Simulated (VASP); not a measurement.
# SiGe5 (P6/mmm) in VASP: further runs

The runs below take SiGe5 through relaxation of cell and atoms, single point, with PBE.

Program: VASP 6.6.1. These are calculated values, not measurements. Logs are shortened: lines on timing, memory, paths and dates and some standing lists are left out, and cuts for length are marked.

## (1) The cell of the first run

The structure is hexagonal, space group P6/mmm (No. 191). The conventional cell has a = 4.616 Å, b = 4.616 Å, c = 6.267 Å, α = 90.00°, β = 90.00°, γ = 120.00°. Within 4.1 Å of Si (site symmetry 6/mmm) lie 14 Ge at 3.13 to 3.25 Å. Ge (site symmetry 3m) has 7 Ge at 2.56 to 2.96 Å and 3 Si at 3.25 Å within 3.4 Å. Within 3.9 Å of Ge (site symmetry 6/mmm) lie 12 Ge at 2.96 Å and 2 Si at 3.13 Å.

The cell was generated, and may not be a known phase.

## (2) Relaxation of cell and atoms, PBE

Contents of INCAR:

```
SYSTEM = SiGe5
PREC = Accurate
ENCUT = 600
EDIFF = 1E-7
ISMEAR = 0
SIGMA = 0.1
LREAL = .False.
LASPH = .True.
NELM = 100
ALGO = Normal
ISIF = 3
LWAVE = .False.
LCHARG = .False.
GGA = PE
IBRION = 2
NSW = 90
EDIFFG = -0.04
```

Contents of KPOINTS:

```
regular mesh
0
Gamma
  6 6 4
  0 0 0
```

Contents of POSCAR:

```
SiGe5
1.0
    4.6164053900      0.0000000000      0.0000000000
   -2.3082026900      3.9979243400      0.0000000000
    0.0000000000      0.0000000000      6.2665430600
Si Ge
1 5
Direct
    0.0000000000      0.0000000000      0.5000000000
    0.6666666700      0.3333333300      0.7959949400
    0.0000000000      0.0000000000      0.0000000000
    0.6666666700      0.3333333300      0.2040050600
    0.3333333300      0.6666666700      0.2040050600
    0.3333333300      0.6666666700      0.7959949400
```

Potentials or basis: VASP PAW PBE potentials, release 64 (Si, Ge_d).

On the command line:

```sh
cat potpaw_PBE.64/Si/POTCAR potpaw_PBE.64/Ge_d/POTCAR > POTCAR
mpirun -np 1 vasp_std > vasp.out
```

OUTCAR:

```text
SYSTEM = SiGe5
   PREC = Accurate
   ENCUT = 600
   EDIFF = 1E-7
   ISMEAR = 0
   LREAL = .False.
   LASPH = .True.
   NELM = 100
   ISIF = 3
   GGA = PE
   IBRION = 2
   NSW = 90
   EDIFFG = -0.04

 ion  position               nearest neighbor table
   1  0.000  0.000  0.500-
   2  0.667  0.333  0.796-   4 2.56   6 2.67   6 2.67   6 2.67
   3  0.000  0.000  0.000-
   4  0.667  0.333  0.204-   2 2.56   5 2.67   5 2.67   5 2.67
   5  0.333  0.667  0.204-   6 2.56   4 2.67   4 2.67   4 2.67
   6  0.333  0.667  0.796-   5 2.56   2 2.67   2 2.67   2 2.67

  LATTYP: Found a hexagonal cell.
 ALAT       =     4.6164053900
 C/A-ratio  =     1.3574507719

  Lattice vectors:

 A1 = (   4.6164053900,   0.0000000000,   0.0000000000)
 A2 = (  -2.3082026900,   3.9979243400,   0.0000000000)
 A3 = (   0.0000000000,   0.0000000000,   6.2665430600)

Analysis of symmetry for initial positions (statically):
=====================================================================
 Subroutine PRICEL returns:
 Original cell was already a primitive cell.

 Routine SETGRP: Setting up the symmetry group for a
 hexagonal supercell.

 Subroutine GETGRP returns: Found 24 space group operations
 (whereof 24 operations were pure point group operations)
 out of a pool of 24 trial point group operations.

The static configuration has the point symmetry D_6h.

Analysis of symmetry for dynamics (positions and initial velocities):
=====================================================================
 Subroutine PRICEL returns:
 Original cell was already a primitive cell.

 Routine SETGRP: Setting up the symmetry group for a
 hexagonal supercell.

 Subroutine GETGRP returns: Found 24 space group operations
 (whereof 24 operations were pure point group operations)
 out of a pool of 24 trial point group operations.

The dynamic configuration has the point symmetry D_6h.

 Subroutine INISYM returns: Found 24 space group operations
 (whereof 24 operations are pure point group operations),
 and found     1 'primitive' translations

----------------------------------------------------------------------------------------

                                     Primitive cell

  volume of cell :     115.6556

  direct lattice vectors                    reciprocal lattice vectors
     4.616405390  0.000000000  0.000000000     0.216618758  0.125064898  0.000000000
    -2.308202690  3.997924340  0.000000000     0.000000000  0.250129796  0.000000000
     0.000000000  0.000000000  6.266543060     0.000000000  0.000000000  0.159577616

  length of vectors
     4.616405390  4.616405386  6.266543060     0.250129796  0.250129796  0.159577616

  position of ions in fractional coordinates (direct lattice)
     0.000000000  0.000000000  0.500000000
     0.666666670  0.333333330  0.795994940
     0.000000000  0.000000000  0.000000000
     0.666666670  0.333333330  0.204005060
     0.333333330  0.666666670  0.204005060
     0.333333330  0.666666670  0.795994940

  ion indices of the primitive-cell ions
   primitive index   ion index
                 1           1
                 2           2
                 3           3
                 4           4
                 5           5
                 6           6

----------------------------------------------------------------------------------------

 KPOINTS: regular mesh

Automatic generation of k-mesh.
 Grid dimensions read from file:
 generate k-points for:    6    6    4

 Generating k-lattice:

  Cartesian coordinates                     Fractional coordinates (reciprocal lattice)
     0.036103126  0.020844150  0.000000000     0.166666667  0.000000000  0.000000000
     0.000000000  0.041688299  0.000000000     0.000000000  0.166666667  0.000000000
     0.000000000  0.000000000  0.039894404     0.000000000  0.000000000  0.250000000

  Length of vectors
     0.041688299  0.041688299  0.039894404

  Shift w.r.t. Gamma in fractional coordinates (k-lattice)
     0.000000000  0.000000000  0.000000000

 Subroutine IBZKPT returns following result:
 ===========================================

 Found     21 irreducible k-points:

 Following reciprocal coordinates:
            Coordinates               Weight
  0.000000  0.000000  0.000000      1.000000
  0.166667  0.000000  0.000000      6.000000
  0.333333  0.000000  0.000000      6.000000
  0.500000 -0.000000  0.000000      3.000000
  0.166667  0.166667  0.000000      6.000000
  0.333333  0.166667  0.000000     12.000000
[... 13 lines left out ...]
  0.333333  0.166667  0.500000     12.000000
  0.333333  0.333333  0.500000      2.000000
   k-points           NKPTS =     21   k-points in BZ     NKDIM =     21   number of bands    NBANDS=     44
   number of dos      NEDOS =    301   number of ions     NIONS =      6
   total plane-waves  NPLWV =  80000
   dimension x,y,z NGX =    40 NGY =   40 NGZ =   50
   dimension x,y,z NGXF=    80 NGYF=   80 NGZF=  100
   ions per type =               1   5
   NGX,Y,Z   is equivalent  to a cutoff of  14.40, 14.40, 13.26 a.u.
   NGXF,Y,Z  is equivalent  to a cutoff of  28.81, 28.81, 26.53 a.u.
 SYSTEM =  SiGe5
   PREC   = accura    normal or accurate (medium, high low for compatibility)
   ISTART =      0    job   : 0-new  1-cont  2-samecut
   ICHARG =      2    charge: 1-file 2-atom 10-const
   ISPIN  =      1    spin polarized calculation?
   LNONCOLLINEAR =      F non collinear calculations
   LSORBIT =      F    spin-orbit coupling
   LASPH  =      T    aspherical Exc in radial PAW
   ENCUT  =  600.0 eV  44.10 Ry    6.64 a.u.   9.22  9.22 12.52*2*pi/ulx,y,z
   NELM   =    100;   NELMIN=  2; NELMDL= -5     # of ELM steps
   EDIFF  = 0.1E-06   stopping-criterion for ELM
   LREAL  =      F    real-space projection
   EDIFFG = -.4E-01   stopping-criterion for IOM
   NSW    =     90    number of steps for IOM
   IBRION =      2    ionic relax: 0-MD 1-quasi-New 2-CG
   NFREE  =      1    steps in history (QN), initial steepest desc. (CG)
   ISIF   =      3    stress and relaxation
   ISYM   =      2    0-nonsym 1-usesym 2-fastsym
   POTIM  = 0.5000    time-step for ionic-motion
   TEBEG  =    0.0;   TEEND  =   0.0 temperature during run
   PSTRESS=    0.0 pullay stress
   NELECT =      74.0000    total number of electrons
   NUPDOWN=      -1.0000    fix difference up-down
   EMIN   =  10.00;   EMAX   =-10.00  energy-range for DOS
   EFERMI =   0.00;   METHOD = LEGACY
   ISMEAR =     0;   SIGMA  =   0.10  broadening in eV -4-tet -1-fermi 0-gaus
   EFERMI_NEDOS =   21; number of points for ismear=-14 and -15
   IALGO  =     38    algorithm
   IMIX   =      4    mixing-type and parameters
     AMIX     =   0.40;   BMIX     =  1.00
     AMIX_MAG =   1.60;   BMIX_MAG =  1.00
  volume/ion in A,a.u.               =      19.28       130.08
  Fermi-wavevector in a.u.,A,eV,Ry     =   1.410684  2.665807 27.076012  1.990031
  Thomas-Fermi vector in A             =   2.532613
   LORBIT       =      0    0 simple, 1 ext, 2 COOP (PROOUT), +10 PAW based schemes
   GGA     = PE    functional components
   LHFCALC =     F    Hartree Fock is set to
   AEXX    =    0.0000 exact exchange contribution
   IVDW    =     0    specifies the selected vdW correction
   LEPSILON=     F    determine dielectric tensor
   LRPA    =     F    only Hartree local field effects (RPA)
 conjugate gradient relaxation of ions
 non-spin polarized calculation
 Gauss-broadening in eV      SIGMA  =   0.10
  energy-cutoff  :      600.00
  volume of cell :      115.66
 maximum number of plane-waves:      3907
 NGX is ok and might be reduce to    40
   NGX = 19   NGY = 19   NGZ = 25

--------------------------------------- Ionic step        1  -------------------------------------------

 number of electron      74.0000031 magnetization

 Free energy of the ion-electron system (eV)
  ---------------------------------------------------
  ext. energy  EPLUGINS =         0.00000000
  ---------------------------------------------------
  free energy    TOTEN  =       -24.53642460 eV

  energy without entropy =      -24.51255801  energy(sigma->0) =      -24.52449130

------------------------ aborting loop because EDIFF is reached ----------------------------------------

  FORCE on cell =-STRESS in cart. coord.  units (eV):
  Direction    XX          YY          ZZ          XY          YZ          ZX
  --------------------------------------------------------------------------------------
  -------------------------------------------------------------------------------------
  Total        4.9241529      4.9241529     -0.6762366      0.0000000     -0.0000000     -0.0000000
  in kB       68.2143233     68.2143232     -9.3679095      0.0000001     -0.0000000     -0.0000000
  external PRESSURE =      42.3535790 kB  Pullay stress =       0.0000000 kB
[... 101 lines left out ...]
  FREE ENERGIE OF THE ION-ELECTRON SYSTEM (eV)
  ---------------------------------------------------
  free  energy   TOTEN  =       -24.9247200857 eV

  energy  without entropy=      -24.9062088291  energy(sigma->0) =      -24.91546446

[... ionic steps 4 to 10 ...]

--------------------------------------- Ionic step       11  -------------------------------------------

 number of electron      73.9999994 magnetization

------------------------ aborting loop because EDIFF is reached ----------------------------------------

  FORCE on cell =-STRESS in cart. coord.  units (eV):
  Direction    XX          YY          ZZ          XY          YZ          ZX
  --------------------------------------------------------------------------------------
  -------------------------------------------------------------------------------------
  Total        0.2116092      0.2116092     -0.5503992      0.0000000      0.0000000     -0.0000000
  in kB        3.0126934      3.0126934     -7.8360678      0.0000000      0.0000000     -0.0000000
  external PRESSURE =      -0.6035603 kB  Pullay stress =       0.0000000 kB
[... 65 lines left out ...]
  energy  without entropy=      -25.6624650249  energy(sigma->0) =      -25.66807137

--------------------------------------- Ionic step       13  -------------------------------------------

 number of electron      74.0000000 magnetization

 Free energy of the ion-electron system (eV)
  ---------------------------------------------------
  ext. energy  EPLUGINS =         0.00000000
  ---------------------------------------------------
  free energy    TOTEN  =       -25.67574826 eV

  energy without entropy =      -25.66221253  energy(sigma->0) =      -25.66898039

 E-fermi :   6.9080     XC(G=0): -11.1428

 val. band max:        6.8859508023   @ k =   0.5000  -0.0000   0.2500
 cond. band min:       6.9780012339   @ k =   0.3333   0.1667   0.5000
 fundamental gap:      0.0920504316
 Fermi energy:         6.9079695531

 k-point     1 :       0.0000    0.0000    0.0000
  band No.  band energies     occupation
      1     -17.9560      2.00000
      2     -17.9560      2.00000
      3     -17.9343      2.00000
      4     -17.9343      2.00000
      5     -17.9291      2.00000
      6     -17.8552      2.00000
[... 1009 lines left out ...]
  FREE ENERGIE OF THE ION-ELECTRON SYSTEM (eV)
  ---------------------------------------------------
  free  energy   TOTEN  =       -25.6757482569 eV

  energy  without entropy=      -25.6622125302  energy(sigma->0) =      -25.66898039

 reached required accuracy - stopping structural energy minimisation
```

It took 33 min on 1 thread of Intel Xeon Platinum 8488C (Sapphire Rapids), shared host; peak memory 0.33 GiB.

Results:

```
Free energy                           : -25.6757 eV
Relaxed volume                        : 18.70 Å³/atom
Relaxed cell                          : a = 4.792 Å, b = 4.792 Å, c = 5.642 Å, α = 90.00°, β = 90.00°, γ = 120.00°
Space group after relaxing (to 0.1 Å) : P6/mmm (No. 191)
Energy gained by relaxing             : 189.9 meV/atom
Ionic steps                           : 13
Pressure after relaxing               : 0.2 GPa
Largest force after relaxing          : 0.015 eV/Å
Band gap on the k mesh                : zero (bands 37 and 38 overlap by 3.31 eV)
```

Forces on the atoms (eV/Å):
```
Si   0.000  0.000  0.000
Ge   0.000  0.000 -0.015
Ge   0.000  0.000  0.000
Ge   0.000  0.000  0.015
Ge   0.000  0.000  0.015
Ge   0.000  0.000 -0.015
```

Step by step:
```
step  energy change (eV)  largest force (eV/Å)  pressure (GPa)  volume (Å³)
   1              0.0000                1.0747            4.24       115.66
   2             -0.3662                0.6301           -2.34       124.32
   3             -0.3883                0.5304           -3.91       127.14
   4             -0.7419                0.6000           -3.84       122.89
   5             -0.9054                0.6089           -2.74       118.55
   6             -1.0711                0.1686            2.04       109.44
   7             -1.0737                0.2054            1.50       110.33
   8             -1.1267                0.1737           -0.09       112.72
   9             -1.1215                0.0726           -1.29       114.72
  10             -1.1318                0.1328           -0.63       113.54
  11             -1.1373                0.0474           -0.06       112.54
  12             -1.1373                0.0459           -0.05       112.52
  13             -1.1393                0.0151            0.19       112.19
```

Final structure:
```
Si Ge
1.0
     4.79155    0.00000    0.00000
    -2.39578    4.14961    0.00000
     0.00000    0.00000    5.64245
Si Ge
1 5
Direct
  0.00000 0.00000 0.50000
  0.66667 0.33333 0.74600
  0.00000 0.00000 0.00000
  0.66667 0.33333 0.25400
  0.33333 0.66667 0.25400
  0.33333 0.66667 0.74600
```

Levels at points of the mesh, in eV from the Fermi level:
```csv
k point,band 33,band 34,band 35,band 36,band 37,band 38,band 39,band 40,band 41,band 42
"(0.00, 0.00, 0.00)",-3.13,-3.13,-2.54,-1.27,-1.26,-0.59,-0.46,-0.46,0.98,0.98
"(0.50, 0.00, 0.00)",-4.84,-2.98,-2.02,-1.75,0.14,1.25,1.25,2.89,3.13,4.18
"(0.00, 0.00, 0.50)",-2.39,-2.14,-2.14,-2.03,-2.03,-1.93,-1.93,-1.87,-1.60,4.05
"(0.50, 0.00, 0.50)",-4.24,-0.32,-0.26,-0.21,-0.13,2.36,2.47,2.59,2.71,2.92
```

## (3) Single point, PBE

This run uses another cell than the first one, of 18.74 Å³/atom.

Contents of INCAR:

```
PREC     = Accurate       # precision mode
ENCUT    = 520            # plane-wave cutoff, eV
EDIFF    = 1E-6           # SCF threshold, eV
ISMEAR   = 0              # smearing method
SIGMA    = 0.1            # smearing width, eV
LREAL    = False          # projectors in reciprocal space
LASPH    = True           # aspherical terms in the spheres
NELM     = 80             # most SCF steps
ALGO     = Normal         # electronic algorithm
ISIF     = 2              # what is computed and relaxed
LWAVE    = False          # write WAVECAR
LCHARG   = False          # write CHGCAR
GGA      = PE             # functional
NBANDS   = 46             # bands
```

Contents of KPOINTS:

```
regular mesh
0
Gamma
  12 12 8
```

Contents of POSCAR:

```
SiGe5
1.0
    4.8434632579      0.0000000000      0.0000000000
   -2.4217316289      4.1945622236      0.0000000000
    0.0000000000      0.0000000000      5.5355860601
Si Ge
1 5
Direct
    0.0000000000      0.0000000000      0.5000000000
    0.6666666667      0.3333333333      0.7459056465
    0.0000000000      0.0000000000      0.0000000000
    0.6666666667      0.3333333333      0.2540943535
    0.3333333333      0.6666666667      0.2540943535
    0.3333333333      0.6666666667      0.7459056465
```

Potentials or basis: VASP PAW PBE potentials, release 64 (Si, Ge_d).

On the command line:

```sh
cat potpaw_PBE.64/Si/POTCAR potpaw_PBE.64/Ge_d/POTCAR > POTCAR
mpirun -np 1 vasp_std > vasp.out
```

It took 7.7 min on 1 thread of Intel Xeon Platinum 8488C (Sapphire Rapids), shared host; peak memory 0.47 GiB.

Results (log left out):

```yaml
Free_energy: -25.5591 eV
Pressure: 0.0 GPa
Band_gap_on_the_k_mesh: zero (bands 37 and 38 overlap by 3.49 eV)
```

Levels at points of the mesh, in eV from the Fermi level:
```
           k point  band 35  band 36  band 37  band 38  band 39  band 40
(0.00, 0.00, 0.00)    -2.53    -1.46    -1.38    -0.82    -0.32    -0.32
(0.50, 0.00, 0.00)    -2.14    -1.57     0.24     0.94     0.97     2.69
(0.00, 0.00, 0.50)    -2.15    -2.09    -2.09    -2.00    -2.00    -1.61
(0.50, 0.00, 0.50)     0.06     0.07     0.21     2.08     2.22     2.30
```

The gap in the log of VASP goes by the Fermi energy; the results here count the filled bands.